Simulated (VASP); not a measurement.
# Si3Ge2Pt (P6/mmm) in VASP: further runs, part 2 of 2

VASP 6.6.1. The steps go on from the part before.

### Step 3. Relaxation of cell and atoms, PBE

This run uses another cell than the first one, of 16.36 Å³/atom, 0.545 times its volume.

INCAR reads:

```
  PREC = Accurate
  ENCUT = 600
  EDIFF = 1E-6
  ISMEAR = 0
  SIGMA = 0.1
  LREAL = F
  LASPH = T
  NELM = 60
  ALGO = Normal
  ISIF = 3
  LWAVE = F
  LCHARG = F
  GGA = PE
  IBRION = 2
  NSW = 90
  EDIFFG = -0.04
```

KPOINTS reads:

```
regular mesh
0
Gamma
  6 6 2
```

POSCAR reads:

```
Si3Ge2Pt
1.0
    3.5578969500      0.0000000000      0.0000000000
   -1.7789484700      3.0812291400      0.0000000000
    0.0000000000      0.0000000000      8.9528231400
Si Ge Pt
3 2 1
Direct
    0.0000000000      0.0000000000      0.8011945400
    0.0000000000      0.0000000000      0.1988054600
    0.0000000000      0.0000000000      0.0000000000
    0.3333333300      0.6666666700      0.5000000000
    0.6666666700      0.3333333300      0.5000000000
    0.0000000000      0.0000000000      0.5000000000
```

Potentials or basis: VASP PAW PBE potentials, release 64 (Si, Ge_d, Pt).

Launch:

```sh
> cat potpaw_PBE.64/Si/POTCAR potpaw_PBE.64/Ge_d/POTCAR potpaw_PBE.64/Pt/POTCAR > POTCAR
> mpirun -np 1 vasp_std > vasp.out
```

OUTCAR:

```text
PREC = Accurate
   ENCUT = 600
   EDIFF = 1E-6
   ISMEAR = 0
   LREAL = F
   LASPH = T
   NELM = 60
   ISIF = 3
   GGA = PE
   IBRION = 2
   NSW = 90
   EDIFFG = -0.04

 ion  position               nearest neighbor table
   1  0.000  0.000  0.801-   3 1.78   6 2.70
   2  0.000  0.000  0.199-   3 1.78   6 2.70
   3  0.000  0.000  0.000-   1 1.78   2 1.78
   4  0.333  0.667  0.500-   6 2.05   5 2.05   5 2.05   6 2.05   6 2.05   5 2.05
   5  0.667  0.333  0.500-   6 2.05   4 2.05   4 2.05   6 2.05   6 2.05   4 2.05
   6  0.000  0.000  0.500-   4 2.05   5 2.05   4 2.05   5 2.05   5 2.05   4 2.05   1 2.70   2 2.70

  LATTYP: Found a hexagonal cell.
 ALAT       =     3.5578969500
 C/A-ratio  =     2.5163244652

  Lattice vectors:

 A1 = (   3.5578969500,   0.0000000000,   0.0000000000)
 A2 = (  -1.7789484700,   3.0812291400,   0.0000000000)
 A3 = (   0.0000000000,   0.0000000000,   8.9528231400)

Analysis of symmetry for initial positions (statically):
=====================================================================
 Subroutine PRICEL returns:
 Original cell was already a primitive cell.

 Routine SETGRP: Setting up the symmetry group for a
 hexagonal supercell.

 Subroutine GETGRP returns: Found 24 space group operations
 (whereof 24 operations were pure point group operations)
 out of a pool of 24 trial point group operations.

[... 145 lines left out ...]
  energy-cutoff  :      600.00
  volume of cell :       98.15
 maximum number of plane-waves:      3308
   NGX = 15   NGY = 15   NGZ = 35

--------------------------------------- Ionic step        1  -------------------------------------------

 number of electron      49.9999995 magnetization

 Free energy of the ion-electron system (eV)
  ---------------------------------------------------
  ext. energy  EPLUGINS =         0.00000000
  ---------------------------------------------------
  free energy    TOTEN  =        -3.14512103 eV

  energy without entropy =       -3.12429436  energy(sigma->0) =       -3.13470770

 E-fermi :   8.7866     XC(G=0): -10.9514

 val. band max:        8.7441773999   @ k =   0.1667  -0.0000   0.0000
 cond. band min:       8.7981718987   @ k =   0.3333   0.3333   0.5000
 fundamental gap:      0.0539944988
 Fermi energy:         8.7865891770
[... 1042 lines left out ...]
  FREE ENERGIE OF THE ION-ELECTRON SYSTEM (eV)
  ---------------------------------------------------
  free  energy   TOTEN  =       -23.9742859534 eV

  energy  without entropy=      -23.9305416759  energy(sigma->0) =      -23.95241381

[... ionic steps 4 to 12 ...]

--------------------------------------- Ionic step       13  -------------------------------------------

 number of electron      49.9999995 magnetization

------------------------ aborting loop because EDIFF is reached ----------------------------------------
[... 75 lines left out ...]
--------------------------------------- Ionic step       15  -------------------------------------------

 number of electron      50.0000015 magnetization

 Free energy of the ion-electron system (eV)
  ---------------------------------------------------
  ext. energy  EPLUGINS =         0.00000000
  ---------------------------------------------------
  free energy    TOTEN  =       -25.63865587 eV

  energy without entropy =      -25.60406240  energy(sigma->0) =      -25.62135914

 E-fermi :   2.6591     XC(G=0):  -8.2603

 val. band max:        2.6341730733   @ k =   0.1667  -0.0000   0.5000
 cond. band min:       2.6861865601   @ k =   0.3333   0.3333   0.5000
 fundamental gap:      0.0520134868
 Fermi energy:         2.6590520524
[... 493 lines left out ...]
  FREE ENERGIE OF THE ION-ELECTRON SYSTEM (eV)
  ---------------------------------------------------
  free  energy   TOTEN  =       -25.6386558733 eV

  energy  without entropy=      -25.6040624017  energy(sigma->0) =      -25.62135914

 reached required accuracy - stopping structural energy minimisation
```

OSZICAR:

```text
N       E                     dE             d eps       ncg     rms          rms(c)
DAV:   1     0.536157896966E+03    0.53616E+03   -0.26677E+04  1044   0.397E+03
[... 187 lines left out ...]
       N       E                     dE             d eps       ncg     rms          rms(c)
DAV:   1    -0.256453086405E+02   -0.71138E-02   -0.11475E-01   952   0.265E+00    0.422E-01
DAV:   2    -0.256406089137E+02    0.46997E-02   -0.15616E-02  1068   0.939E-01    0.242E-01
DAV:   3    -0.256392363608E+02    0.13726E-02   -0.43186E-03  1030   0.441E-01    0.156E-01
DAV:   4    -0.256387351543E+02    0.50121E-03   -0.10101E-03  1146   0.269E-01    0.630E-02
DAV:   5    -0.256386532755E+02    0.81879E-04   -0.35579E-04  1084   0.125E-01    0.177E-02
DAV:   6    -0.256386551368E+02   -0.18613E-05   -0.50265E-05  1032   0.713E-02    0.112E-02
DAV:   7    -0.256386558733E+02   -0.73641E-06   -0.49173E-06   888   0.209E-02
  15 F= -.25638656E+02 E0= -.25621359E+02  d E =-.485948E-02
```

CONTCAR:

```text
Si3Ge2Pt
   1.00000000000000
     4.7427223457639931    0.0000000021890800    0.0000000000000000
    -2.3713611643211334    4.1073180276879517   -0.0000000000000000
    -0.0000000000000000    0.0000000000000000    9.2297770688749630
  Si              Ge              Pt
     3     2     1
Direct
     0.0000000000000000    0.0000000000000000    0.7589209442492153
     0.0000000000000000    0.0000000000000000    0.2410790557507848
     0.0000000000000000    0.0000000000000000    0.0000000000000000
     0.3333333300000021    0.6666666699999979    0.5000000000000000
     0.6666666699999979    0.3333333300000021    0.5000000000000000
     0.0000000000000000    0.0000000000000000    0.5000000000000000

  0.00000000E+00  0.00000000E+00  0.00000000E+00
  0.00000000E+00  0.00000000E+00  0.00000000E+00
  0.00000000E+00  0.00000000E+00  0.00000000E+00
  0.00000000E+00  0.00000000E+00  0.00000000E+00
  0.00000000E+00  0.00000000E+00  0.00000000E+00
  0.00000000E+00  0.00000000E+00  0.00000000E+00
```

Run time: 17 min. Hardware: 1 thread of AMD EPYC 7R43 (Zen 3), shared host; peak memory 0.21 GiB.

What came out:

```
Free energy                            : -25.6387 eV
Relaxed volume                         : 29.97 Å³/atom
Relaxed cell                           : a = 4.743 Å, b = 4.743 Å, c = 9.230 Å, α = 90.00°, β = 90.00°, γ = 120.00°
Space group after relaxing (to 0.05 Å) : P6/mmm (No. 191)
Energy gained by relaxing              : 3748.9 meV/atom
Ionic steps                            : 15
Pressure after relaxing                : 0.0 GPa
Largest force after relaxing           : 0.006 eV/Å
Band gap on the k mesh                 : zero (band 25 reaches 3.34 eV, above the bottom of band 26 at 2.23 eV)
```

Forces on the atoms (eV/Å):
```
Si   0.000  0.000  0.006
Si   0.000  0.000 -0.006
Si   0.000  0.000  0.000
Ge   0.000  0.000  0.000
Ge   0.000  0.000  0.000
Pt   0.000  0.000  0.000
```

Step by step:
```csv
step,energy change (eV),largest force (eV/Å),pressure (GPa),volume (Å³)
1,0.0000,12.5837,135.27,98.15
2,-7.2148,1.0783,-14.92,449.05
3,-20.8292,0.1172,-6.20,213.90
4,-21.1554,0.1718,-5.17,203.66
5,-21.5449,0.1505,0.35,174.59
6,-21.5565,0.1969,-1.57,181.22
7,-21.5617,0.1861,-1.06,179.23
8,-22.2742,0.4933,-0.06,175.79
9,-22.3923,0.8819,1.10,174.02
10,-22.3986,1.0003,1.56,173.33
11,-22.4868,0.2946,0.07,179.57
12,-22.4887,0.1828,-0.05,180.64
13,-22.4887,0.1678,-0.12,180.79
14,-22.4931,0.0495,-0.01,180.11
15,-22.4935,0.0058,0.01,179.79
```

Final structure:
```cif
data_structure
_symmetry_space_group_name_H-M 'P 1'
_symmetry_Int_Tables_number 1
_cell_length_a 4.7427
_cell_length_b 4.7427
_cell_length_c 9.2298
_cell_angle_alpha 90.000
_cell_angle_beta 90.000
_cell_angle_gamma 120.000
_cell_volume 179.79
loop_
_atom_site_label
_atom_site_type_symbol
_atom_site_fract_x
_atom_site_fract_y
_atom_site_fract_z
_atom_site_occupancy
Si1 Si 0.00000 0.00000 0.75892 1
Si2 Si 0.00000 0.00000 0.24108 1
Si3 Si 0.00000 0.00000 0.00000 1
Ge1 Ge 0.33333 0.66667 0.50000 1
Ge2 Ge 0.66667 0.33333 0.50000 1
Pt1 Pt 0.00000 0.00000 0.50000 1
```

Caveat: the volume moved by over 15 % at a fixed basis, so the end points are rough; spin-orbit coupling is left out, which moves the levels of the heavy elements.
